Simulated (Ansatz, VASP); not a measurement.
**Ru in VASP and in Ansatz**

```xyz
2
Lattice="2.7058 0.0000 0.0000 -1.3529 2.3433 0.0000 0.0000 0.0000 4.2819" Properties=species:S:1:pos:R:3 pbc="T T T"
Ru    0.0000    1.5622    1.0705
Ru    1.3529    0.7811    3.2114
```

Alike in both runs: task electric field gradients; functional PBEsol; k mesh 20 × 20 × 11; occupations fermi-dirac, width 0.05 eV; no spin polarisation.

|  | VASP | Ansatz |
| --- | --- | --- |
| version | VASP 6.6.1 | Ansatz 0.2.0 |
| potentials or method | VASP PAW PBE potentials, release 64 (Ru_pv) | plane-wave PAW, scalar-relativistic |
| plane-wave cutoff (eV) | 400 | 420 |
| valence electrons in the cell | 28 | 32 |

```csv
,VASP,Ansatz,Ansatz less VASP
pressure (GPa),-7.2,-6.2,+0.96
"traceless stress, the component that is largest in VASP (GPa)",-1.32,-1.32,0.000
size of Vzz on the site where it differs most (V/Å²),15.5,13.5,-2.04
```

VASP's potentials were made for PBE, not for PBEsol, and Ansatz warns of the same on its side. VASP's potentials hold 28 valence electrons a cell and Ansatz's 32, so a difference there can come from the potentials and not from the codes.
